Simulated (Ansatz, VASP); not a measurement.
Two plane-wave programs on MgS

```
Mg S
1.0
     0.00000    2.85396    2.79796
     2.85396    0.00000    2.79796
     2.85396    2.85396    0.00000
Mg S
1 1
Direct
  0.00000 0.00000 0.00000
  0.25000 0.25000 0.25000
```

Change from the starting cell: strained cell.

Alike in both runs: functional PBEsol; k mesh 6 × 6 × 6; occupations gaussian, width 0.02 eV; no spin polarisation.

Ansatz relaxed the structure, and its values are those at the end. VASP's run is a single point on that final structure, the one shown.

|  | VASP | Ansatz |
| --- | --- | --- |
| version | VASP 6.6.1 | Ansatz 0.2.0 |
| potentials or method | VASP PAW PBE potentials, release 64 (Mg, S), cutoff 600 eV | scalar-relativistic, plane waves, PAW |
| valence electrons in the cell | 8 | 16 |

```tsv
	VASP	Ansatz	Ansatz less VASP
gap on the k mesh at the Fermi level (eV)	3.24	3.24	-0.002
least direct gap on the mesh (eV)	3.24	3.24	-0.002
pressure (GPa)	-0.6	-0.6	+0.07
```

VASP's potentials were made for PBE, not for PBEsol, and Ansatz warns of the same on its side. With one functional, cell and mesh, what is left measures potentials, basis and numerics. VASP's potentials hold 8 valence electrons a cell and Ansatz's 16, so a difference there can come from the potentials and not from the codes. Ansatz's warnings: stress scf threshold loose.
